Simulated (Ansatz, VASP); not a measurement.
Si3Ge in VASP and in Ansatz

File INCAR:

```
SYSTEM = Si3Ge
PREC = Accurate
ENCUT = 500
EDIFF = 1E-7
ISMEAR = 0
SIGMA = 0.1
LREAL = .False.
LASPH = .True.
NELM = 120
ALGO = Normal
ISIF = 3
LWAVE = .False.
LCHARG = .False.
GGA = PE
IBRION = 2
NSW = 100
EDIFFG = -0.01
GGA_COMPAT = .False.
NELMIN = 4
```

File KPOINTS:

```
regular mesh
0
Gamma
  18 18 6
  0 0 0
```

File POSCAR:

```
Si3Ge
1.0
    2.6638622772      0.0000000000      0.0000000000
   -1.3319311386      2.3069724042      0.0000000000
    0.0000000000      0.0000000000     10.7207339499
Si Ge
3 1
Direct
    0.0000000000      0.0000000000      0.0000000000
    0.0000000000      0.0000000000      0.2421998610
    0.0000000000      0.0000000000      0.7578001390
    0.0000000000      0.0000000000      0.5000000000
```

Input for Ansatz:

```yaml
crystal:
  lattice:
    - [2.6638622772, 0.0, 0.0]
    - [-1.3319311386, 2.3069724042, 0.0]
    - [0.0, 0.0, 10.7207339499]
  atoms:
    - { symbol: Si, position: [0.0, 0.0, 0.0] }
    - { symbol: Si, position: [0.0, 0.0, 0.242199861] }
    - { symbol: Si, position: [0.0, 0.0, 0.757800139] }
    - { symbol: Ge, position: [0.0, 0.0, 0.5] }
basis:
  ecutwfc: 420
kpoints:
  mp_grid: { grid: [18, 18, 6] }
hamiltonian:
  xc: pbe
scf:
  occupations: { method: gaussian, width: 0.1 }
output:
  forces: true
  stress: true
  eigenvalues: true
  write_density: true
  write_potential: true
  elf: true
  volumetric_format: npy
relax:
  adjacent_minimum: "off"
  f_tol: 0.01
  max_steps: 80
  cell: { stress_tol: 0.05 }
```

Alike in both runs: task relaxation of cell and atoms; functional PBE; k mesh 18 × 18 × 6; occupations gaussian, width 0.1 eV; no spin polarisation.

|  | VASP | Ansatz |
| --- | --- | --- |
| version | VASP 6.6.1 | Ansatz 0.2.0 |
| potentials or method | VASP PAW PBE potentials, release 64 (Si, Ge_d), cutoff 500 eV | scalar-relativistic, plane waves, PAW |
| valence electrons in the cell | 26 | 26 |

VASP gave:

```
gap on the k mesh at the Fermi level, each at its own relaxed structure (eV) : none
relaxed volume (Å³/atom)                                                     : 16.13
relaxed cell length with the largest relative difference (Å)                 : 10.148
```

**Question.** What did Ansatz give for the same quantities?

**Answer.** gap on the k mesh at the Fermi level, each at its own relaxed structure (eV): none; relaxed volume (Å³/atom): 16.14; relaxed cell length with the largest relative difference (Å): 10.151.

A gap of «none» marks a metal or a gap that the smearing closes.

Noted on VASP's run: too few bands were computed for a metal, which touches its energy and stress.
